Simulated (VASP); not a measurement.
Set up this calculation in VASP 6.6.1, as the native input.

| Item | Value |
| --- | --- |
| Task | single point |
| Functional | PBE |
| Potentials or basis | VASP PAW PBE potentials, release 64 (Zn, Se) |
| Cutoff | 520 eV |
| k mesh | 6 × 6 × 6 |
| Occupations | gaussian, width 0.01 eV |
| Spin | no spin polarisation |
| Dipole correction | no |
| Further INCAR settings | ALGO = Normal; EDIFF = 1e-06; NBANDS = 16 |

The structure of ZnSe lies in POSCAR:

```
ZnSe
1.0
    0.0000000000      2.8324206844      2.8324206844
    2.8324206844      0.0000000000      2.8324206844
    2.8324206844      2.8324206844      0.0000000000
Zn Se
1 1
Direct
    0.0000000000      0.0000000000      0.0000000000
    0.2500000000      0.2500000000      0.2500000000
```

One way to write it, as run:

INCAR

```
PREC = Accurate ; ENCUT = 520
EDIFF = 1E-6 ; ISMEAR = 0
SIGMA = 0.01 ; LREAL = F
LASPH = T ; NELM = 100
ALGO = Normal ; ISIF = 2
LWAVE = F ; LCHARG = F
GGA = PE ; NBANDS = 16
```

KPOINTS

```
regular mesh
0
Gamma
  6 6 6
```

Potentials or basis: VASP PAW PBE potentials, release 64 (Zn, Se).

Command:

```bash
$ cat potpaw_PBE.64/Zn/POTCAR potpaw_PBE.64/Se/POTCAR > POTCAR
$ mpirun -np 1 vasp_std > vasp.out
```

Results of the run:

- Pressure: 2.5 GPa
- Band gap on the k mesh: 1.29 eV, direct

Run time: 6.9 s on 1 thread of Intel(R) Xeon(R) 6975P-C (Granite Rapids), with other jobs on the host, peak memory 0.16 GiB.
